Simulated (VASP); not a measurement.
# Cu (Fm-3m) in VASP: settings compared

The runs below take Cu through single point, with revPBE, PBE, BLYP, PBEsol.

Program: VASP 6.6.1. These are calculated values, not measurements. Logs are shortened: lines on timing, memory, paths and dates and some standing lists are left out, and cuts for length are marked.

## Step 1: The cell of the first run

It takes space group Fm-3m (No. 225, cubic). The conventional cell has a = 3.615 Å, b = 3.615 Å, c = 3.615 Å, α = 90.00°, β = 90.00°, γ = 90.00°. Cu (site symmetry m-3m) has 12 Cu at 2.56 Å within 3.4 Å.

## Step 2: Single point, revPBE

The input, INCAR:

```
  PREC = Accurate
  ENCUT = 520
  EDIFF = 1E-7
  ISMEAR = -1
  SIGMA = 0.15
  LREAL = False
  LASPH = True
  NELM = 80
  ALGO = Normal
  ISIF = 2
  LWAVE = False
  LCHARG = False
  GGA = RE
  NBANDS = 12
```

The input, KPOINTS:

```
Automatic mesh
0
Gamma
  13 13 13
```

The input, POSCAR:

```
Cu
1.0
    2.5561910000      0.0000000000      0.0000000000
    1.2780955000      2.2137263429      0.0000000000
    1.2780955000      0.7379087810      2.0871212117
Cu
1
Direct
    0.0000000000      0.0000000000      0.0000000000
```

Potentials or basis: VASP PAW PBE potentials, release 64 (Cu).

Launch:

```console
$ cat potpaw_PBE.64/Cu/POTCAR > POTCAR
$ mpirun -np 1 vasp_std > vasp.out
```

OUTCAR:

```text
PREC = Accurate
   ENCUT = 520
   EDIFF = 1E-7
   ISMEAR = -1
   LREAL = False
   LASPH = True
   NELM = 80
   ISIF = 2
   GGA = RE

 ion  position               nearest neighbor table
   1  0.000  0.000  0.000-

  LATTYP: Found a face centered cubic cell.
 ALAT       =     3.6149999802

  Lattice vectors:

 A1 = (   2.5561910000,   0.0000000000,   0.0000000000)
 A2 = (   1.2780955000,   2.2137263429,   0.0000000000)
 A3 = (   1.2780955000,   0.7379087810,   2.0871212117)

Analysis of symmetry for initial positions (statically):
=====================================================================
 Subroutine PRICEL returns:
 Original cell was already a primitive cell.

 Routine SETGRP: Setting up the symmetry group for a
 face centered cubic supercell.

 Subroutine GETGRP returns: Found 48 space group operations
[... 9 lines left out ...]

 Routine SETGRP: Setting up the symmetry group for a
 face centered cubic supercell.

 Subroutine GETGRP returns: Found 48 space group operations
[... 11 lines left out ...]
                                     Primitive cell

  volume of cell :      11.8104

  direct lattice vectors                    reciprocal lattice vectors
     2.556191000  0.000000000  0.000000000     0.391207073 -0.225863509 -0.159709619
     1.278095500  2.213726343  0.000000000     0.000000000  0.451727018 -0.159709619
     1.278095500  0.737908781  2.087121212     0.000000000  0.000000000  0.479128857

  length of vectors
     2.556191000  2.556191000  2.556191000     0.479128857  0.479128857  0.479128857

  position of ions in fractional coordinates (direct lattice)
     0.000000000  0.000000000  0.000000000

  ion indices of the primitive-cell ions
   primitive index   ion index
                 1           1

----------------------------------------------------------------------------------------

 KPOINTS: Automatic mesh

Automatic generation of k-mesh.
 Grid dimensions read from file:
 generate k-points for:   13   13   13

 Generating k-lattice:

  Cartesian coordinates                     Fractional coordinates (reciprocal lattice)
     0.030092852 -0.017374116 -0.012285355     0.076923077  0.000000000  0.000000000
     0.000000000  0.034748232 -0.012285355     0.000000000  0.076923077  0.000000000
     0.000000000  0.000000000  0.036856066     0.000000000  0.000000000  0.076923077

  Length of vectors
     0.036856066  0.036856066  0.036856066

  Shift w.r.t. Gamma in fractional coordinates (k-lattice)
     0.000000000  0.000000000  0.000000000

 Subroutine IBZKPT returns following result:
 ===========================================

 Found     84 irreducible k-points:

 Following reciprocal coordinates:
            Coordinates               Weight
  0.000000  0.000000  0.000000      1.000000
  0.076923  0.000000  0.000000      8.000000
  0.153846 -0.000000 -0.000000      8.000000
  0.230769  0.000000  0.000000      8.000000
  0.307692 -0.000000 -0.000000      8.000000
  0.384615  0.000000 -0.000000      8.000000
[... 16 lines left out ...]
  0.384615  0.153846  0.000000     24.000000
  0.461538  0.153846  0.000000     24.000000
 [... further k-points ...]
   k-points           NKPTS =     84   k-points in BZ     NKDIM =     84   number of bands    NBANDS=     12
   number of dos      NEDOS =    301   number of ions     NIONS =      1
   total plane-waves  NPLWV =   8000
   dimension x,y,z NGX =    20 NGY =   20 NGZ =   20
   dimension x,y,z NGXF=    40 NGYF=   40 NGZF=   40
   ions per type =               1
   NGX,Y,Z   is equivalent  to a cutoff of  13.01, 13.01, 13.01 a.u.
   NGXF,Y,Z  is equivalent  to a cutoff of  26.01, 26.01, 26.01 a.u.
 SYSTEM =  unknown system
   PREC   = accura    normal or accurate (medium, high low for compatibility)
   ISTART =      0    job   : 0-new  1-cont  2-samecut
   ICHARG =      2    charge: 1-file 2-atom 10-const
   ISPIN  =      1    spin polarized calculation?
   LNONCOLLINEAR =      F non collinear calculations
   LSORBIT =      F    spin-orbit coupling
   LASPH  =      T    aspherical Exc in radial PAW
   ENCUT  =  520.0 eV  38.22 Ry    6.18 a.u.   4.75  4.75  4.75*2*pi/ulx,y,z
   NELM   =     80;   NELMIN=  2; NELMDL= -5     # of ELM steps
   EDIFF  = 0.1E-06   stopping-criterion for ELM
   LREAL  =      F    real-space projection
   EDIFFG = 0.1E-05   stopping-criterion for IOM
   NSW    =      0    number of steps for IOM
   IBRION =     -1    ionic relax: 0-MD 1-quasi-New 2-CG
   NFREE  =      0    steps in history (QN), initial steepest desc. (CG)
   ISIF   =      2    stress and relaxation
   ISYM   =      2    0-nonsym 1-usesym 2-fastsym
   POTIM  = 0.5000    time-step for ionic-motion
   TEBEG  =    0.0;   TEEND  =   0.0 temperature during run
   PSTRESS=    0.0 pullay stress
   NELECT =      11.0000    total number of electrons
   NUPDOWN=      -1.0000    fix difference up-down
   EMIN   =  10.00;   EMAX   =-10.00  energy-range for DOS
   EFERMI =   0.00;   METHOD = LEGACY
   ISMEAR =    -1;   SIGMA  =   0.15  broadening in eV -4-tet -1-fermi 0-gaus
   EFERMI_NEDOS =   21; number of points for ismear=-14 and -15
   IALGO  =     38    algorithm
   IMIX   =      4    mixing-type and parameters
     AMIX     =   0.40;   BMIX     =  1.00
     AMIX_MAG =   1.60;   BMIX_MAG =  1.00
  volume/ion in A,a.u.               =      11.81        79.70
  Fermi-wavevector in a.u.,A,eV,Ry     =   1.598763  3.021224 34.777078  2.556043
  Thomas-Fermi vector in A             =   2.696162
   LORBIT       =      0    0 simple, 1 ext, 2 COOP (PROOUT), +10 PAW based schemes
   GGA     = RE    functional components
   LHFCALC =     F    Hartree Fock is set to
   AEXX    =    0.0000 exact exchange contribution
   IVDW    =     0    specifies the selected vdW correction
   LEPSILON=     F    determine dielectric tensor
   LRPA    =     F    only Hartree local field effects (RPA)
 non-spin polarized calculation
  energy-cutoff  :      520.00
  volume of cell :       11.81
 maximum number of plane-waves:       331
   NGX =  9   NGY =  9   NGZ =  9

 number of electron      11.0000001 magnetization

 Free energy of the ion-electron system (eV)
  ---------------------------------------------------
  ext. energy  EPLUGINS =         0.00000000
  ---------------------------------------------------
  free energy    TOTEN  =        -3.35366948 eV

  energy without entropy =       -3.33254853  energy(sigma->0) =       -3.34310900

 E-fermi :   7.7788     XC(G=0): -12.6268

 val. band max:        7.6861866268   @ k =   0.4615   0.2308   0.0000
 cond. band min:       7.8940554289   @ k =   0.4615   0.3077   0.0000
 fundamental gap:      0.2078688020
 Fermi energy:         7.7788011898

 k-point     1 :       0.0000    0.0000    0.0000
  band No.  band energies     occupation
      1      -1.6465      2.00000
      2       4.6678      2.00000
      3       4.6678      2.00000
      4       4.6678      2.00000
      5       5.4868      2.00000
      6       5.4868      2.00000
      7      30.2510      0.00000
      8      32.9639      0.00000
      9      32.9639      0.00000
     10      32.9639      0.00000
     11      35.4299      0.00000
     12      35.4299      0.00000

 k-point     2 :       0.0769    0.0000    0.0000
  band No.  band energies     occupation
      1      -1.4314      2.00000
      2       4.6229      2.00000
      3       4.7075      2.00000
      4       4.7075      2.00000
      5       5.4717      2.00000
      6       5.4717      2.00000
      7      28.8430      0.00000
      8      31.2196      0.00000
      9      32.3450      0.00000
     10      32.3450      0.00000
     11      36.3471      0.00000
     12      36.3471      0.00000

 k-point     3 :       0.1538   -0.0000   -0.0000
  band No.  band energies     occupation
      1      -0.8005      2.00000
      2       4.5131      2.00000
      3       4.7933      2.00000
      4       4.7933      2.00000
      5       5.4575      2.00000
      6       5.4575      2.00000
      7      25.0107      0.00000
      8      30.7579      0.00000
      9      31.4260      0.00000
     10      31.4260      0.00000
     11      37.2572      0.00000
     12      37.7612      0.00000

 k-point     4 :       0.2308    0.0000    0.0000
  band No.  band energies     occupation
      1       0.1878      2.00000
      2       4.4188      2.00000
      3       4.8297      2.00000
      4       4.8297      2.00000
      5       5.5311      2.00000
      6       5.5311      2.00000
      7      21.0927      0.00000
      8      30.2805      0.00000
      9      30.6924      0.00000
     10      30.6924      0.00000
     11      36.6583      0.00000
     12      36.6583      0.00000

 k-point     5 :       0.3077   -0.0000   -0.0000
  band No.  band energies     occupation
      1       1.3584      2.00000
      2       4.5240      2.00000
      3       4.7748      2.00000
      4       4.7748      2.00000
      5       5.7153      2.00000
      6       5.7153      2.00000
      7      17.4465      0.00000
      8      29.6591      0.00000
      9      30.1986      0.00000
     10      30.1986      0.00000
     11      34.9054      0.00000
     12      34.9054      0.00000
[... 228 lines left out ...]
      1       0.2026      2.00000
      2       4.2082      2.00000
      3       4.9440      2.00000
      4       5.0457      2.00000
      5       5.2675      2.00000
      6       5.6752      2.00000
      7      24.2318      0.00000
      8      26.7866      0.00000
      9      28.1281      0.00000
     10      29.9225      0.00000
     11      32.6280      0.00000
     12      40.0422      0.00000

 k-point    22 :       0.3077    0.1538    0.0000
  band No.  band energies     occupation
      1       1.2182      2.00000
      2       4.1038      2.00000
      3       4.7706      2.00000
      4       5.0718      2.00000
      5       5.6381      2.00000
      6       5.8154      2.00000
      7      20.4182      0.00000
      8      26.0365      0.00000
      9      27.2924      0.00000
     10      28.9666      0.00000
     11      34.3286      0.00000
     12      39.2838      0.00000

 k-point    23 :       0.3846    0.1538    0.0000
  band No.  band energies     occupation
      1       2.2651      2.00000
      2       4.1469      2.00000
      3       4.6163      2.00000
      4       5.0168      2.00000
      5       5.9782      1.99999
      6       6.2722      1.99991
      7      16.8827      0.00000
      8      25.7362      0.00000
      9      25.9400      0.00000
     10      28.2800      0.00000
     11      37.1643      0.00000
     12      38.5925      0.00000

 k-point    24 :       0.4615    0.1538    0.0000
  band No.  band energies     occupation
      1       2.8784      2.00000
      2       4.3098      2.00000
      3       4.6783      2.00000
      4       4.9416      2.00000
      5       6.0703      1.99998
      6       7.3628      1.88245
      7      13.7869      0.00000
      8      24.5594      0.00000
      9      25.9212      0.00000
     10      28.1065      0.00000
     11      37.8521      0.00000
     12      37.9344      0.00000

 [... further k-points ...]
[... 5 lines left out ...]
  --------------------------------------------------------------------------------------
  -------------------------------------------------------------------------------------
  Total        0.4329593      0.4329593      0.4329593      0.0000000      0.0000000      0.0000000
  in kB       58.7344293     58.7344293     58.7344293      0.0000000      0.0000000      0.0000000
  external PRESSURE =      58.7344293 kB  Pullay stress =       0.0000000 kB

 VOLUME and BASIS-vectors are now :
 -----------------------------------------------------------------------------
  energy-cutoff  :      520.00
  volume of cell :       11.81
      direct lattice vectors                 reciprocal lattice vectors
     2.556191000  0.000000000  0.000000000     0.391207073 -0.225863509 -0.159709619
     1.278095500  2.213726343  0.000000000     0.000000000  0.451727018 -0.159709619
     1.278095500  0.737908781  2.087121212     0.000000000  0.000000000  0.479128857

 POSITION                                       TOTAL-FORCE (eV/Angst)
 -----------------------------------------------------------------------------------
      0.00000      0.00000      0.00000        -0.000000     -0.000000      0.000000
 -----------------------------------------------------------------------------------
    total drift:                                0.000000      0.000000      0.000000

  FREE ENERGIE OF THE ION-ELECTRON SYSTEM (eV)
  ---------------------------------------------------
  free  energy   TOTEN  =        -3.3536694763 eV

  energy  without entropy=       -3.3325485290  energy(sigma->0) =       -3.34310900
```

Run time: 11 s. Hardware: 1 thread of Intel Xeon 8259CL, shared host; peak memory 0.13 GiB.

Results:

* Free energy: -3.3537 eV
* Pressure: 5.9 GPa

Levels at points of the mesh, in eV from the Fermi level:
| k point | band 4 | band 5 | band 6 | band 7 | band 8 | band 9 |
| --- | --- | --- | --- | --- | --- | --- |
| (0.00, 0.00, 0.00) | -3.11 | -2.29 | -2.29 | 22.47 | 25.19 | 25.19 |

Caveat: the PAW data sets were made with another functional, which shifts forces and pressure a little.

## Step 3: Single point, PBE

The input, INCAR:

```
ALGO = Normal
EDIFF = 1E-7
ENCUT = 520
GGA = PE
ISIF = 2
ISMEAR = -1
LASPH = T
LCHARG = F
LREAL = F
LWAVE = F
NBANDS = 12
NELM = 80
PREC = Accurate
SIGMA = 0.15
```

The input, KPOINTS:

```
k-points
0
Gamma
  13 13 13
```

POSCAR is that of step 2.

Potentials or basis: VASP PAW PBE potentials, release 64 (Cu).

Launch:

```console
$ cat potpaw_PBE.64/Cu/POTCAR > POTCAR
$ mpirun -np 1 vasp_std > vasp.out
```

Run time: 12 s. Hardware: 1 thread of Intel Xeon 8259CL, shared host; peak memory 0.13 GiB.

It converged, with:

```
Free energy : -3.7380 eV
Pressure    : 2.3 GPa
```

Levels at points of the mesh, in eV from the Fermi level:
| k point | band 4 | band 5 | band 6 | band 7 | band 8 | band 9 |
| --- | --- | --- | --- | --- | --- | --- |
| (0.00, 0.00, 0.00) | -3.11 | -2.29 | -2.29 | 22.52 | 25.16 | 25.16 |

## Step 4: Single point, BLYP

The input, INCAR:

```
PREC = Accurate
ENCUT = 520
EDIFF = 1E-6
ISMEAR = -1
SIGMA = 0.15
LREAL = False
LASPH = True
NELM = 60
ALGO = Normal
ISIF = 2
LWAVE = False
LCHARG = True
GGA = B5
ALDAX = 1.0
AGGAX = 1.0
AGGAC = 1.0
ALDAC = 0.0
LELF = True
LVHAR = True
NBANDS = 12
```

The input, KPOINTS:

```
Automatic mesh
0
Gamma
  13 13 13
```

POSCAR is that of step 3.

Launch:

```console
$ cat potpaw_PBE.64/Cu/POTCAR > POTCAR
$ mpirun -np 1 vasp_std > vasp.out
```

Run time: 16 s. Hardware: 1 thread of Intel Xeon 8259CL, shared host; peak memory 0.13 GiB.

It converged, with:

| Property | Result |
| --- | --- |
| Free energy | -2.9629 eV |
| Pressure | 10.6 GPa |

Levels at points of the mesh, in eV from the Fermi level:
| k point | band 4 | band 5 | band 6 | band 7 | band 8 | band 9 |
| --- | --- | --- | --- | --- | --- | --- |
| (0.00, 0.00, 0.00) | -3.23 | -2.42 | -2.42 | 22.84 | 25.09 | 25.09 |

Caveat: the PAW data sets were made with another functional, which shifts forces and pressure a little.

## Step 5: Single point, PBEsol

The input, INCAR:

```
PREC = Accurate
ENCUT = 520
EDIFF = 1E-6
ISMEAR = -1
SIGMA = 0.15
LREAL = F
LASPH = T
NELM = 80
ALGO = Normal
ISIF = 2
LWAVE = F
LCHARG = T
GGA = PS
LELF = T
LVHAR = T
NBANDS = 12
```

KPOINTS is that of step 4.

POSCAR is that of step 4.

Launch:

```console
$ cat potpaw_PBE.64/Cu/POTCAR > POTCAR
$ mpirun -np 1 vasp_std > vasp.out
```

Wall time 13 s (1 thread of Intel Xeon 8259CL, shared host); peak memory 0.13 GiB.

Results (log left out):

| Quantity | Value |
| --- | --- |
| Free energy | -4.3120 eV |
| Pressure | -5.8 GPa |

Levels at points of the mesh, in eV from the Fermi level:
| k point | band 2 | band 3 | band 4 | band 5 | band 6 | band 7 | band 8 | band 9 | band 10 | band 11 |
| --- | --- | --- | --- | --- | --- | --- | --- | --- | --- | --- |
| (0.00, 0.00, 0.00) | -3.10 | -3.10 | -3.10 | -2.27 | -2.27 | 22.52 | 25.13 | 25.13 | 25.13 | 27.61 |

Caveat: the PAW data sets were made with another functional, which shifts forces and pressure a little.

## Step 6: Summary

| level | gap on the mesh (eV) | pressure (GPa) |
| --- | --- | --- |
| revPBE | none | 5.9 |
| PBE | none | 2.3 |
| BLYP | none | 10.6 |
| PBEsol | none | -5.8 |

Alike in all rows: task single point; potentials or basis VASP PAW PBE potentials, release 64 (Cu); no spin polarisation; cell as given; k mesh 13 × 13 × 13; cutoff (eV) 520; smearing fermi-dirac 0.15 eV.

Every run on the cell as given and a fine mesh finds a metal. The pressure there spans -5.8 GPa (PBEsol) to 10.6 GPa (BLYP); a positive pressure means that this level wants a larger cell, a negative one a smaller.

Caveats: the PAW data sets were made with another functional, which shifts forces and pressure a little (some runs).

Total energies depend on the potentials used, so only differences within one code and one set of settings carry meaning.
